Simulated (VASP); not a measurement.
A run of VASP 6.6.1 is set up as follows.

POSCAR

```
AlCo3
1.0
    3.5760530383      0.0000000000      0.0000000000
    0.0000000000      3.5760530383      0.0000000000
    0.0000000000      0.0000000000      3.5760530383
Al Co
1 3
Direct
    0.0000000000      0.0000000000      0.0000000000
    0.5000000000      0.5000000000      0.0000000000
    0.5000000000      0.0000000000      0.5000000000
    0.0000000000      0.5000000000      0.5000000000
```

INCAR.step1

```
SYSTEM = AlCo3
PREC = Accurate
ENCUT = 520
ISMEAR = 0
SIGMA = 0.1
LREAL = .False.
LASPH = .True.
NELM = 150
ISPIN = 2
MAGMOM = 0 3 3 3
LMAXMIX = 4
NBANDS = 27
GGA = PE
ALGO = Normal
EDIFF = 1E-4
LWAVE = .True.
LCHARG = .False.
```

INCAR.step2

```
SYSTEM = AlCo3
PREC = Accurate
ENCUT = 520
EDIFF = 1E-6
ISMEAR = 0
SIGMA = 0.1
LREAL = .False.
LASPH = .True.
NELM = 150
ALGO = Normal
ISIF = 2
LWAVE = .False.
LCHARG = .False.
ISPIN = 2
MAGMOM = 0 3 3 3
LORBIT = 11
LMAXMIX = 4
METAGGA = R2SCAN
LMIXTAU = .True.
NBANDS = 27
ISTART = 1
```

The input KPOINTS:

```
Automatic mesh
0
Gamma
  12 12 12
  0 0 0
```

Potentials or basis: VASP PAW PBE potentials, release 64 (Al, Co).

Command:

```console
$ cat potpaw_PBE.64/Al/POTCAR potpaw_PBE.64/Co/POTCAR > POTCAR
$ cp INCAR.step1 INCAR
$ mpirun -np 1 vasp_std > vasp.out
$ cp INCAR.step2 INCAR
$ mpirun -np 1 vasp_std > vasp.out
```

(1) Estimate the site moments.

(2) What does it give for the pressure?

## Answers

(1) Al -0.04; Co +1.58 μB.

(2) 1.2 GPa.

Caveat: the PAW data sets were made with another functional, which shifts forces and pressure a little.
